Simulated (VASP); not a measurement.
A run of VASP 6.6.1 is set up as follows.

The input INCAR:

```
SYSTEM = Al3Cu2
  PREC = Accurate
  ENCUT = 520
  EDIFF = 1E-6
  ISMEAR = -1
  SIGMA = 0.15
  LREAL = .FALSE.
  LASPH = .TRUE.
  NELM = 100
  ALGO = Fast
  ISIF = 2
  LWAVE = .FALSE.
  LCHARG = .FALSE.
  NBANDS = 24
```

KPOINTS

```
Automatic mesh
0
G
  12 12 8
  0 0 0
```

POSCAR

```
Al3Cu2
1.0
    4.0363469348      0.0000000000      0.0000000000
   -2.0181734674      3.4955789840      0.0000000000
    0.0000000000      0.0000000000      4.9092321228
Al Cu
3 2
Direct
    0.0000000000      0.0000000000      0.0000000000
    0.3333333333      0.6666666667      0.3513680512
    0.6666666667      0.3333333333      0.6486319488
    0.3333333333      0.6666666667      0.8422686744
    0.6666666667      0.3333333333      0.1577313256
```

Potentials or basis: VASP PAW LDA potentials, release 64 (Al, Cu).

Launch:

```bash
$ cat potpaw_LDA.64/Al/POTCAR potpaw_LDA.64/Cu/POTCAR > POTCAR
$ mpirun -np 1 vasp_std > vasp.out
```

Problem. Estimate the pressure.

Solution. 2.3 GPa.

Problem. Estimate the largest force.

Solution. 0.005 eV/Å.

Forces in eV/Å, atoms in the order of the input:
```
Al   0.000  0.000  0.000
Al   0.000  0.000  0.005
Al   0.000  0.000 -0.005
Cu   0.000  0.000  0.003
Cu   0.000  0.000 -0.003
```
